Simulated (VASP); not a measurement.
AlN:

```
Al N
1.0
     0.00000    2.18399    2.18399
     2.18399    0.00000    2.18399
     2.18399    2.18399    0.00000
Al N
1 1
Direct
  0.00000 0.00000 0.00000
  0.25000 0.25000 0.25000
```

```yaml
Program: VASP 6.6.1
Task: relaxation of cell and atoms
Functional: RPBE
Potentials_or_basis: VASP PAW PBE potentials, release 64 (Al, N)
Cutoff: 600 eV
k_mesh: 10 × 10 × 10
Occupations: fermi-dirac, width 0.05 eV
Spin: no spin polarisation
```

At the start: pressure 7.8 GPa; volume 10.42 Å³/atom.

Question: How do energy, volume and symmetry change on relaxing?

Answer: Over 3 steps the energy falls by 9.7 meV/atom and the volume is 10.83 Å³/atom (+4.0 %); space group F-43m (No. 216, to 0.05 Å).

The path:
| step | energy change (eV) | largest force (eV/Å) | pressure (GPa) | volume (Å³) |
| --- | --- | --- | --- | --- |
| 1 | 0.0000 | 0.0000 | 7.78 | 20.83 |
| 2 | -0.0055 | 0.0000 | -5.88 | 22.40 |
| 3 | -0.0193 | 0.0000 | -0.02 | 21.66 |

Final structure:
```
Al N
1.0
     0.00000    2.21251    2.21251
     2.21251    0.00000    2.21251
     2.21251    2.21251    0.00000
Al N
1 1
Direct
  0.00000 0.00000 0.00000
  0.25000 0.25000 0.25000
```

Caveat: the PAW data sets were made with another functional, which shifts forces and pressure a little.
